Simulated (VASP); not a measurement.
Set up this calculation in VASP 6.6.1, as the native input.

```
Task                   : single point
Functional             : r2SCAN
Potentials or basis    : VASP PAW PBE potentials, release 64 (Zn, Se)
Cutoff                 : 520 eV
k mesh                 : 8 × 8 × 8
Occupations            : fermi-dirac, width 0.02 eV
Spin                   : no spin polarisation
Dipole correction      : no
Further INCAR settings : ALGO = Normal; EDIFF = 1e-07; NBANDS = 16
```

ZnSe:

```
Zn Se
1.0
     0.00000    2.65876    2.65876
     2.65876    0.00000    2.65876
     2.65876    2.65876    0.00000
Zn Se
1 1
Direct
  0.00000 0.00000 0.00000
  0.50000 0.50000 0.50000
```

These files were run (other wordings do the same):

POSCAR

```
ZnSe
1.0
    0.0000000000      2.6587577920      2.6587577920
    2.6587577920      0.0000000000      2.6587577920
    2.6587577920      2.6587577920      0.0000000000
Zn Se
1 1
Direct
    0.0000000000      0.0000000000      0.0000000000
    0.5000000000      0.5000000000      0.5000000000
```

INCAR.step1

```
SYSTEM = ZnSe
ALGO = Normal
EDIFF = 1E-4
ENCUT = 520
GGA = PE
ISMEAR = -1
LASPH = .True.
LCHARG = .False.
LREAL = .False.
LWAVE = .True.
NBANDS = 16
NELM = 80
PREC = Accurate
SIGMA = 0.02
```

INCAR.step2

```
SYSTEM = ZnSe
ALGO = Normal
EDIFF = 1E-7
ENCUT = 520
ISIF = 2
ISMEAR = -1
ISTART = 1
LASPH = .True.
LCHARG = .False.
LMIXTAU = .True.
LREAL = .False.
LWAVE = .False.
METAGGA = R2SCAN
NBANDS = 16
NELM = 80
PREC = Accurate
SIGMA = 0.02
```

KPOINTS

```
k-points
0
Gamma
  8 8 8
  0 0 0
```

Potentials or basis: VASP PAW PBE potentials, release 64 (Zn, Se).

Run with:

```bash
$ cat potpaw_PBE.64/Zn/POTCAR potpaw_PBE.64/Se/POTCAR > POTCAR
$ cp INCAR.step1 INCAR
$ mpirun -np 1 vasp_std > vasp.out
$ cp INCAR.step2 INCAR
$ mpirun -np 1 vasp_std > vasp.out
```

It gave:

```
Pressure               : 0.2 GPa
Band gap on the k mesh : zero (band 9 reaches 3.12 eV, above the bottom of band 10 at 2.48 eV)
```

Caveat: the PAW data sets were made with another functional, which shifts forces and pressure a little.

Run time: 54 s on 1 thread of Intel(R) Xeon(R) Platinum 8488C (Sapphire Rapids), with other jobs on the host, peak memory 0.17 GiB.
